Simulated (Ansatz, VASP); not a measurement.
MoN2 in VASP and in Ansatz

Contents of INCAR:

```
SYSTEM = MoN2
PREC = Accurate ; ENCUT = 520
EDIFF = 1E-6 ; ISMEAR = 0
SIGMA = 0.15 ; LREAL = .FALSE.
LASPH = .TRUE. ; NELM = 60
ALGO = Fast ; ISIF = 2
LWAVE = .FALSE. ; LCHARG = .FALSE.
GGA = PS ; NBANDS = 33
```

The input KPOINTS:

```
regular mesh
0
G
  12 12 18
  0 0 0
```

File POSCAR:

```
MoN2
1.0
    4.2866467491      0.0053583084      0.0000000000
    0.0053583084      4.2866467491      0.0000000000
    0.0000000000      0.0000000000      2.7284347069
Mo N
2 4
Direct
    0.5000000000      0.5000000000      0.0000000000
    0.0000000000      0.0000000000      0.0000000000
    0.8872955619      0.3872955619      0.5000000000
    0.1127044381      0.6127044381      0.5000000000
    0.3872955619      0.1127044381      0.5000000000
    0.6127044381      0.8872955619      0.5000000000
```

Input for Ansatz:

```yaml
crystal:
  lattice:
    - [4.2866467491, 0.0053583084, 0.0]
    - [0.0053583084, 4.2866467491, 0.0]
    - [0.0, 0.0, 2.7284347069]
  atoms:
    - { symbol: Mo, position: [0.5, 0.5, 0.0] }
    - { symbol: Mo, position: [0.0, 0.0, 0.0] }
    - { symbol: "N", position: [0.8872955619, 0.3872955619, 0.5] }
    - { symbol: "N", position: [0.1127044381, 0.6127044381, 0.5] }
    - { symbol: "N", position: [0.3872955619, 0.1127044381, 0.5] }
    - { symbol: "N", position: [0.6127044381, 0.8872955619, 0.5] }
basis:
  ecutwfc: 420
kpoints:
  mp_grid: { grid: [12, 12, 18] }
hamiltonian:
  xc: pbesol
scf:
  occupations: { method: gaussian, width: 0.15 }
output:
  forces: true
  stress: true
  eigenvalues: true
```

Change from the starting cell: strain +0.0025 x Voigt [0, 0, 0, 0, 0, 1], atoms carried along.

Alike in both runs: task single point; functional PBEsol; k mesh 12 × 12 × 18; occupations gaussian, width 0.15 eV; no spin polarisation.

```csv
,VASP,Ansatz
version,VASP 6.6.1,Ansatz 0.2.0
potentials or method,"VASP PAW PBE potentials, release 64 (Mo_sv, N), cutoff 520 eV","scalar-relativistic, plane waves, PAW"
valence electrons in the cell,48,48
```

|  | VASP | Ansatz | Ansatz less VASP |
| --- | --- | --- | --- |
| gap on the k mesh at the Fermi level (eV) | none | none | - |
| pressure (GPa) | 0.8 | 0.1 | -0.70 |
| traceless stress, the component that is largest in VASP (GPa) | -1.13 | -0.78 | +0.341 |
| rms of the force components (eV/Å) | 0.067 | 0.014 | -0.0523 |

VASP's potentials were made for PBE, not for PBEsol. Atom by atom the forces differ by 0.058 eV/Å (rms over components). A gap of «none» marks a metal or a gap that the smearing closes.
